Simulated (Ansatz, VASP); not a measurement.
# Two plane-wave programs on KTaO3

```xyz
5
Lattice="3.8567 0.0000 0.0000 0.0000 3.8567 0.0000 0.0000 0.0000 3.8567" Properties=species:S:1:pos:R:3 pbc="T T T"
K     1.9283    1.9283    1.9283
Ta    0.0000    0.0000    0.0000
O     1.9283    0.0000    0.0000
O     0.0000    1.9283    0.0000
O     0.0000    0.0000    1.9283
```

Alike in both runs: task single point; functional PBE; k mesh 8 × 8 × 8; occupations gaussian, width 0.02 eV; no spin polarisation.

|  | VASP | Ansatz |
| --- | --- | --- |
| version | VASP 6.6.1 | Ansatz 0.2.0 |
| potentials or method | VASP PAW PBE potentials, release 64 (K_sv, Ta_pv, O), cutoff 520 eV | scalar-relativistic, plane waves, PAW |
| valence electrons in the cell | 38 | 40 |

Ansatz gave:

- gap on the k mesh at the Fermi level (eV): 2.44
- least direct gap on the mesh (eV): 2.97

Estimate VASP's values.

gap on the k mesh at the Fermi level (eV): 2.38; least direct gap on the mesh (eV): 2.93.

VASP's potentials hold 38 valence electrons a cell and Ansatz's 40, so a difference there can come from the potentials and not from the codes.

Neither program's run includes spin-orbit coupling.
